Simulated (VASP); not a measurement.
Wanted: the native input for a VASP 6.6.1 run.

| Item | Value |
| --- | --- |
| Task | single point |
| Functional | PBE0 |
| Potentials or basis | VASP PAW PBE potentials, release 64 (S, Mg) |
| Cutoff | 520 eV |
| k mesh | 6 × 6 × 6 |
| Occupations | fermi-dirac, width 0.05 eV |
| Spin | no spin polarisation |
| Dipole correction | no |
| Grid for exact exchange (PRECFOCK) | Normal |
| Further INCAR settings | ALGO = Normal; EDIFF = 1e-06; NBANDS = 11 |

The system is MgS.

```
S Mg
1.0
     0.00000    2.88869    2.88869
     2.88869    0.00000    2.88869
     2.88869    2.88869    0.00000
S Mg
1 1
Direct
  0.25000 0.25000 0.25000
  0.00000 0.00000 0.00000
```

The input as run:

POSCAR

```
MgS
1.0
    0.0000000000      2.8886855272      2.8886855272
    2.8886855272      0.0000000000      2.8886855272
    2.8886855272      2.8886855272      0.0000000000
S Mg
1 1
Direct
    0.2500000000      0.2500000000      0.2500000000
    0.0000000000      0.0000000000      0.0000000000
```

INCAR.step1

```
SYSTEM = MgS
ALGO = Normal
EDIFF = 1E-5
ENCUT = 520
GGA = PE
ISIF = 2
ISMEAR = -1
LASPH = .TRUE.
LREAL = .FALSE.
LWAVE = .TRUE.
NBANDS = 11
NELM = 100
PREC = Accurate
SIGMA = 0.05
```

INCAR.step2

```
SYSTEM = MgS
AEXX = 0.25
ALGO = Normal
EDIFF = 1E-6
ENCUT = 520
GGA = PE
ISIF = 2
ISMEAR = -1
ISTART = 1
LASPH = .TRUE.
LCHARG = .TRUE.
LELF = .TRUE.
LHFCALC = .TRUE.
LREAL = .FALSE.
LVHAR = .TRUE.
LWAVE = .FALSE.
NBANDS = 11
NELM = 100
PREC = Accurate
PRECFOCK = Normal
SIGMA = 0.05
```

KPOINTS

```
k-points
0
G
  6 6 6
  0 0 0
```

Potentials or basis: VASP PAW PBE potentials, release 64 (S, Mg).

The run is started by

```console
$ cat potpaw_PBE.64/S/POTCAR potpaw_PBE.64/Mg/POTCAR > POTCAR
$ cp INCAR.step1 INCAR
$ mpirun -np 1 vasp_std > vasp.out
$ cp INCAR.step2 INCAR
$ mpirun -np 1 vasp_std > vasp.out
```

Results of the run:

```json
{"Pressure": "-3.4 GPa", "Band gap on the k mesh": "4.88 eV, direct"}
```

Caveat: the PAW data sets were made with another functional, which shifts forces and pressure a little.

Wall time 11 min on 1 thread of Intel(R) Xeon(R) Platinum 8259CL CPU @ 2.50GHz (Skylake/Cascade Lake), on a shared host, peak memory 0.19 GiB.
